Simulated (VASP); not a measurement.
A run of VASP 6.6.1:

File INCAR:

```
PREC = Accurate
ENCUT = 520
EDIFF = 1E-6
ISMEAR = 0
SIGMA = 0.05
LREAL = F
LASPH = T
NELM = 80
ALGO = Normal
ISIF = 2
LWAVE = F
LCHARG = F
GGA = PE
NBANDS = 26
```

The input KPOINTS:

```
Automatic mesh
0
Gamma
  9 9 4
```

POSCAR

```
ZnS
1.0
    3.6884088784      0.0000000000      0.0000000000
   -1.8442044392      3.1942557882      0.0000000000
    0.0000000000      0.0000000000      6.8523260142
Zn S
2 2
Direct
    0.3333333333      0.6666666667      0.0052003725
    0.6666666667      0.3333333333      0.5052003725
    0.3333333333      0.6666666667      0.3533549446
    0.6666666667      0.3333333333      0.8533549446
```

Potentials or basis: VASP PAW PBE potentials, release 64 (Zn, S).

Run with:

```console
$ cat potpaw_PBE.64/Zn/POTCAR potpaw_PBE.64/S/POTCAR > POTCAR
$ mpirun -np 1 vasp_std > vasp.out
```

Hardware: 1 thread of AMD EPYC 7R13, with other jobs on the host.

Question: Estimate the wall time of this run.

Answer: Wall time 92 s on 1 thread of AMD EPYC 7R13, with other jobs on the host, peak memory 0.2 GiB. Counts: scf iterations 13, k points 36.
